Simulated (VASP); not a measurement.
A run of VASP 6.6.1 is set up as follows.

INCAR

```
SYSTEM = TaN
ALGO     = Normal         ! electronic algorithm
EDIFF    = 1E-7           ! SCF threshold, eV
ENCUT    = 520            ! plane-wave cutoff, eV
GGA      = PE             ! functional
ISIF     = 2              ! what is computed and relaxed
ISMEAR   = 0              ! smearing method
LASPH    = .True.         ! aspherical terms in the spheres
LCHARG   = .False.        ! write CHGCAR
LREAL    = .False.        ! projectors in reciprocal space
LWAVE    = .False.        ! write WAVECAR
NBANDS   = 24             ! bands
NELM     = 100            ! most SCF steps
PREC     = Accurate       ! precision mode
SIGMA    = 0.15           ! smearing width, eV
```

File KPOINTS:

```
k-points
0
Gamma
  15 15 8
  0 0 0
```

Contents of POSCAR:

```
TaN
1.0
    3.1519469579      0.0000000000      0.0000000000
   -1.5759734790      2.3202162164      0.0000000000
    0.0000000000      0.0000000000      7.0180284658
Ta N
2 2
Direct
    0.3333333333      0.6666666667      0.0304880884
    0.6666666667      0.3333333333      0.5304880884
    0.3333333333      0.6666666667      0.3545119116
    0.6666666667      0.3333333333      0.8545119116
```

Potentials or basis: VASP PAW PBE potentials, release 64 (Ta_pv, N).

The run is started by

```sh
$ cat potpaw_PBE.64/Ta_pv/POTCAR potpaw_PBE.64/N/POTCAR > POTCAR
$ mpirun -np 1 vasp_std > vasp.out
```

(1) Predict the largest force.

(2) What does it give for the band gap on the k mesh?

(3) Predict the pressure.

Answers

(1) 2.216 eV/Å.

(2) zero (bands 16 and 17 overlap by 0.61 eV).

(3) 7.7 GPa.

Caveat: the cell differs from its parent crystal (strain +e along x and -e along y +0.0750, strain +e along z and -e/2 along x and y +0.1500); the stress differs along the axes, from -38 to 53 GPa; spin-orbit coupling is left out, which moves the levels of the heavy elements; forces of over 1 eV/Å act on the atoms, so gaps and moduli don't describe the material at rest.
